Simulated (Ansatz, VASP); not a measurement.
# One calculation of NaCl, two programs

INCAR

```
SYSTEM = NaCl
PREC     = Accurate       ! precision mode
ENCUT    = 520            ! plane-wave cutoff, eV
EDIFF    = 1E-6           ! SCF threshold, eV
ISMEAR   = -1             ! smearing method
SIGMA    = 0.02           ! smearing width, eV
LREAL    = .FALSE.        ! projectors in reciprocal space
LASPH    = .TRUE.         ! aspherical terms in the spheres
NELM     = 100            ! most SCF steps
ALGO     = Normal         ! electronic algorithm
ISIF     = 2              ! what is computed and relaxed
LWAVE    = .FALSE.        ! write WAVECAR
LCHARG   = .TRUE.         ! write CHGCAR
GGA      = PS             ! functional
LELF     = .TRUE.         ! ELF
LVHAR    = .TRUE.       
NBANDS   = 14             ! bands
```

KPOINTS

```
regular mesh
0
G
  8 8 8
  0 0 0
```

POSCAR

```
NaCl
1.0
    2.8883186734      0.0000000000      0.0000000000
    0.0000000000      2.8883186734      0.0000000000
    0.0000000000      0.0000000000      2.8883186734
Na Cl
1 1
Direct
    0.0000000000      0.0000000000      0.0000000000
    0.5000000000      0.5000000000      0.5000000000
```

Input for Ansatz:

```yaml
crystal:
  lattice:
    - [2.8883186734, 0.0, 0.0]
    - [0.0, 2.8883186734, 0.0]
    - [0.0, 0.0, 2.8883186734]
  atoms:
    - { symbol: Na, position: [0.0, 0.0, 0.0] }
    - { symbol: Cl, position: [0.5, 0.5, 0.5] }
kpoints:
  mp_grid: { grid: [8, 8, 8] }
scf:
  occupations: { method: fermi_dirac, width: 0.02 }
hamiltonian:
  xc: pbesol
  pseudopotentials: { kind: all_electron, lapw: { basis_error: 0.00025 } }
output:
  forces: true
  stress: true
  eigenvalues: true
```

Change from the starting cell: volume scaled by 1.03.

Alike in both runs: task single point; functional PBEsol; k mesh 8 × 8 × 8; occupations fermi-dirac, width 0.02 eV; no spin polarisation.

|  | VASP | Ansatz |
| --- | --- | --- |
| version | VASP 6.6.1 | Ansatz 0.2.0 |
| potentials or method | VASP PAW PBE potentials, release 64 (Na_pv, Cl), cutoff 520 eV | all-electron LAPW, scalar-relativistic |

|  | VASP | Ansatz | Ansatz less VASP |
| --- | --- | --- | --- |
| gap on the k mesh at the Fermi level (eV) | 4.32 | 4.27 | -0.050 |
| pressure (GPa) | 53.1 | 52.6 | -0.56 |

VASP's potentials were made for PBE, not for PBEsol. Both programs put the cell under a high pressure, so it lies far from rest at this level. Ansatz ran all-electron here, and VASP with PAW potentials.
